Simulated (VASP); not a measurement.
# CoSi2: single point with PBEsol

CoSi2, a slab with vacuum:

```
CELL_PARAMETERS angstrom
3.75651 0.00000 0.00000
0.00000 3.75651 0.00000
0.00000 0.00000 23.64063
ATOMIC_POSITIONS crystal
Si 0.50000 0.00000 0.35955
Si 0.00000 0.50000 0.35955
Si 0.00000 0.50000 0.47191
Si 0.50000 0.00000 0.47191
Si 0.50000 0.00000 0.58532
Si 0.00000 0.50000 0.58532
Co 0.50000 0.50000 0.41573
Co 0.00000 0.00000 0.52719
Co 0.50000 0.50000 0.63712
```

```json
{
  "Program": "VASP 6.6.1",
  "Task": "single point",
  "Functional": "PBEsol",
  "Potentials or basis": "VASP PAW PBE potentials, release 64 (Si, Co)",
  "Cutoff": "520 eV",
  "k mesh": "8 × 8 × 1",
  "Occupations": "gaussian, width 0.1 eV",
  "Spin": "no spin polarisation",
  "Dipole correction": "yes",
  "Further INCAR settings": "ALGO = Normal; EDIFF = 1e-07; NBANDS = 36"
}
```

```
Largest force : 0.079 eV/Å
```

Forces in eV/Å, atoms in the order of the input:
```
Si   0.000  0.000  0.074
Si   0.000  0.000  0.074
Si   0.000  0.000 -0.079
Si   0.000  0.000 -0.079
Si   0.000  0.000 -0.022
Si   0.000  0.000 -0.022
Co   0.000  0.000  0.005
Co   0.000  0.000  0.004
Co   0.000  0.000  0.045
```

Levels at points of the mesh, in eV from the Fermi level:
```csv
k point,band 22,band 23,band 24,band 25,band 26,band 27,band 28,band 29
"(0.00, 0.00, 0.00)",-0.86,0.06,0.06,0.11,0.67,1.51,1.92,2.13
"(0.50, 0.00, 0.00)",-0.95,-0.94,-0.33,0.03,0.24,0.89,1.72,1.87
"(0.50, 0.50, 0.00)",-1.17,-1.14,-0.91,-0.91,-0.82,-0.60,-0.48,-0.48
```

Run time: 4 min on 1 thread of Intel(R) Xeon(R) 6975P-C (Granite Rapids), with other jobs on the host, peak memory 0.45 GiB.

Caveat: the PAW data sets were made with another functional, which shifts forces and pressure a little. Spin polarisation is off, so any magnetic state and its effect on volume and gap are missing.
